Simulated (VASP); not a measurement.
Si, 2 atoms in the cell. It takes space group I4_1/amd (No. 141, tetragonal). Conventional cell: a = 4.679 Å, b = 4.679 Å, c = 2.623 Å, α = 90.00°, β = 90.00°, γ = 90.00°. Within 3.2 Å of Si (site symmetry -4m2) lie 10 Si at 2.43 to 3.06 Å. 

```yaml
Program: VASP 6.6.1
Task: single point
Functional: r2SCAN
Potentials_or_basis: VASP PAW PBE potentials, release 64 (Si)
Cutoff: 520 eV
k_mesh: 11 × 11 × 11
Occupations: fermi-dirac, width 0.05 eV
Spin: no spin polarisation
Dipole_correction: no
Further_INCAR_settings: ALGO = Normal; EDIFF = 1e-06; NBANDS = 11
```

Potentials or basis: VASP PAW PBE potentials, release 64 (Si).

Launch:

```bash
$ cat potpaw_PBE.64/Si/POTCAR > POTCAR
$ cp INCAR.step1 INCAR
$ mpirun -np 1 vasp_std > vasp.out
$ cp INCAR.step2 INCAR
$ mpirun -np 1 vasp_std > vasp.out
```

Hardware: 1 thread of Intel(R) Xeon(R) Platinum 8488C (Sapphire Rapids), on a shared host.

Estimate the wall time of this run.

Wall time 85 s on 1 thread of Intel(R) Xeon(R) Platinum 8488C (Sapphire Rapids) (shared host), peak memory 0.17 GiB. Counts: k points 126.
